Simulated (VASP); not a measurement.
GaP: vibrations by perturbation theory with LDA

Crystal: GaP.

```
CELL_PARAMETERS angstrom
0.00000 2.67670 2.67670
2.67670 0.00000 2.67670
2.67670 2.67670 0.00000
ATOMIC_POSITIONS crystal
Ga 0.00000 0.00000 0.00000
P 0.75000 0.75000 0.75000
```

* Program: VASP 6.6.1
* Task: vibrations by perturbation theory
* Functional: LDA
* Potentials or basis: VASP PAW LDA potentials, release 64 (Ga_d, P)
* Cutoff: 520 eV
* k mesh: 10 × 10 × 10
* Occupations: gaussian, width 0.01 eV
* Spin: no spin polarisation
* Dipole correction: no
* Further INCAR settings: ALGO = Normal; EDIFF = 1e-08; IBRION = 8; NSW = 1

| Item | Value |
| --- | --- |
| Electronic dielectric tensor (diagonal) | 10.70 |
| Born charges (mean of the diagonal) | Ga +2.04; P -2.04 e |
| Highest phonon frequency at Γ, LO-TO splitting left out | 374 cm⁻¹ |

Phonon frequencies in cm⁻¹ (negative: imaginary):
```
              q point        frequencies
(0.000, 0.000, 0.000)  0 0 0 374 374 374
```

Electronic dielectric tensor:
```
10.70  0.00  0.00
 0.00 10.70  0.00
 0.00  0.00 10.70
```

Born effective charge tensors (e):
atom 1, Ga
```
2.04 0.00 0.00
0.00 2.04 0.00
0.00 0.00 2.04
```
atom 2, P
```
-2.04  0.00  0.00
 0.00 -2.04  0.00
 0.00  0.00 -2.04
```

Run time: 25 min on 1 thread of Intel Xeon 8259CL, with other jobs on the host, peak memory 0.35 GiB.

Caveat: the cell stands under pressure or tension, which shifts response properties.
